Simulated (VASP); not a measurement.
Pr2B, 6 atoms in the cell. It takes space group Cmcm (No. 63, orthorhombic). Conventional cell: a = 3.820 Å, b = 12.003 Å, c = 6.705 Å, α = 90.00°, β = 90.00°, γ = 90.00°. Within 3.9 Å of Pr (site symmetry 2/m) lie 4 B at 2.85 Å and 10 Pr at 3.35 to 3.82 Å. Pr (site symmetry m2m) has 5 B at 2.74 to 4.03 Å and 12 Pr at 3.66 to 3.89 Å within 4.1 Å. B (site symmetry m2m) has 9 Pr at 2.74 to 4.03 Å and 4 B at 3.82 to 4.23 Å within 4.3 Å. The cell was built from a structure type or drawn by symmetry, and may not be a known phase.

| Quantity | Value |
| --- | --- |
| Program | VASP 6.6.1 |
| Task | single point |
| Functional | PBE |
| Potentials or basis | VASP PAW PBE potentials, release 64 (Pr_3, B), 4f in core |
| Cutoff | 500 eV |
| k mesh | 4 × 4 × 3 |
| Occupations | gaussian, width 0.2 eV |
| Spin | no spin polarisation |
| Dipole correction | no |
| Mended | yes |
| Further INCAR settings | ALGO = Normal; EDIFF = 1e-06; NBANDS = 34 |

Potentials or basis: VASP PAW PBE potentials, release 64 (Pr_3, B), 4f in core.

The run is started by

```console
$ cat potpaw_PBE.64/Pr_3/POTCAR potpaw_PBE.64/B/POTCAR > POTCAR
$ mpirun -np 1 vasp_std > vasp.out
```

Hardware: 1 thread of Intel(R) Xeon(R) 6975P-C (Granite Rapids), on a shared host.

Problem. Estimate the wall time of this run.

Solution. It took 86 s on 1 thread of Intel(R) Xeon(R) 6975P-C (Granite Rapids), with other jobs on the host, peak memory 0.34 GiB. Counts: scf iterations 15, k points 14.
